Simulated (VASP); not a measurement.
A run of VASP 6.6.1 is set up as follows.

File INCAR:

```
  PREC = Accurate
  ENCUT = 520
  EDIFF = 1E-7
  ISMEAR = -1
  SIGMA = 0.05
  LREAL = False
  LASPH = True
  NELM = 150
  ALGO = Normal
  ISIF = 2
  LWAVE = False
  LCHARG = True
  LNONCOLLINEAR = True
  MAGMOM = 0 0 0 0 0 0
  LORBIT = 11
  LSORBIT = True
  GGA_COMPAT = False
  LORBMOM = True
  GGA = PS
  LVHAR = True
  NBANDS = 32
```

Contents of KPOINTS:

```
regular mesh
0
Gamma
  7 7 7
```

The input POSCAR:

```
SnTe
1.0
    0.0000000000      3.2126470615      3.2126470615
    3.2126470615      0.0000000000      3.2126470615
    3.2126470615      3.2126470615      0.0000000000
Te Sn
1 1
Direct
    0.5000000000      0.5000000000      0.5000000000
    0.0000000000      0.0000000000      0.0000000000
```

Potentials or basis: VASP PAW PBE potentials, release 64 (Te, Sn_d).

Launch:

```sh
$ cat potpaw_PBE.64/Te/POTCAR potpaw_PBE.64/Sn_d/POTCAR > POTCAR
$ mpirun -np 1 vasp_ncl > vasp.out
```

Task: What does it give for the pressure?

Result: -2.7 GPa.

Task: Predict the net moment.

Result: 0.00 μB per cell.

Moments on the atoms (μB; x, y, z):
```
Te  0.00 0.00 0.00
Sn  0.00 0.00 0.00
```

Caveat: the PAW data sets were made with another functional, which shifts forces and pressure a little.
